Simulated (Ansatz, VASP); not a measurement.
**BAs in VASP and in Ansatz**

POSCAR

```
BAs
1.0
    0.0000000000      2.4875423082      2.3474255164
    2.4875423082      0.0000000000      2.3474255164
    2.4875423082      2.4875423082      0.0000000000
B As
1 1
Direct
    0.0000000000      0.0000000000      0.0000000000
    0.2500000000      0.2500000000      0.2500000000
```

File INCAR.step1:

```
  PREC = Accurate
  ENCUT = 520
  ISMEAR = -1
  SIGMA = 0.02
  LREAL = False
  LASPH = True
  NELM = 150
  MAGMOM = 0 0 0 0 0 0
  LSORBIT = True
  GGA_COMPAT = False
  NBANDS = 20
  GGA = PE
  ALGO = Normal
  EDIFF = 1E-4
  LWAVE = True
  LCHARG = False
```

Contents of INCAR.step2:

```
  PREC = Accurate
  ENCUT = 520
  EDIFF = 1E-6
  ISMEAR = -1
  SIGMA = 0.02
  LREAL = False
  LASPH = True
  NELM = 150
  ALGO = Normal
  ISIF = 2
  LWAVE = False
  LCHARG = True
  MAGMOM = 0 0 0 0 0 0
  LORBIT = 11
  LSORBIT = True
  GGA_COMPAT = False
  LORBMOM = True
  METAGGA = R2SCAN
  LMIXTAU = True
  LVHAR = True
  NBANDS = 20
  ISTART = 1
```

The input KPOINTS:

```
Automatic mesh
0
Gamma
  10 10 10
```

Input for Ansatz:

```yaml
crystal:
  lattice:
    - [0.0, 2.4875423082, 2.3474255164]
    - [2.4875423082, 0.0, 2.3474255164]
    - [2.4875423082, 2.4875423082, 0.0]
  atoms:
    - { symbol: B, position: [0.0, 0.0, 0.0] }
    - { symbol: As, position: [0.25, 0.25, 0.25] }
kpoints:
  mp_grid: { grid: [10, 10, 10] }
  band_path:
    path:
      - [0.0, 0.0, 0.0]
      - [-0.5, -0.5, 0.0]
      - [-0.375, -0.375, 0.25]
      - [-0.375, 0.0, 0.375]
      - [0.0, 0.0, 0.5]
      - [-0.5, -0.25, 0.25]
      - [0.395833, 0.395833, 0.0]
    npoints: 1
hamiltonian:
  xc: r2scan
scf:
  occupations: { method: fermi_dirac, width: 0.02 }
  n_extra_bands: 8
magnetization:
  noncollinear: true
  spin_orbit: true
output:
  forces: true
  stress: true
  eigenvalues: true
```

Change from the starting cell: epitaxial_xy strain +4.0%.

Alike in both runs: task single point; functional r2SCAN; k mesh 10 × 10 × 10; occupations fermi-dirac, width 0.02 eV; non-collinear spin, spin-orbit coupling.

|  | VASP | Ansatz |
| --- | --- | --- |
| version | VASP 6.6.1 | Ansatz 0.2.0 |
| potentials or method | VASP PAW PBE potentials, release 64 (B, As) | plane waves, PAW |
| plane-wave cutoff (eV) | 520 | 500 |
| valence electrons in the cell | 8 | 18 |

VASP gave:

```
pressure (GPa)                                                : -7.3
traceless stress, the component that is largest in VASP (GPa) : 7.43
net moment per atom (μB)                                      : 0.00
```

Task: Which values does Ansatz return?

Result: Pressure (GPa): -7.4; traceless stress, the component that is largest in VASP (GPa): 7.44; net moment per atom (μB): 0.00.

VASP's potentials were made for PBE, not for r2SCAN. VASP's potentials hold 8 valence electrons a cell and Ansatz's 18, so a difference there can come from the potentials and not from the codes.
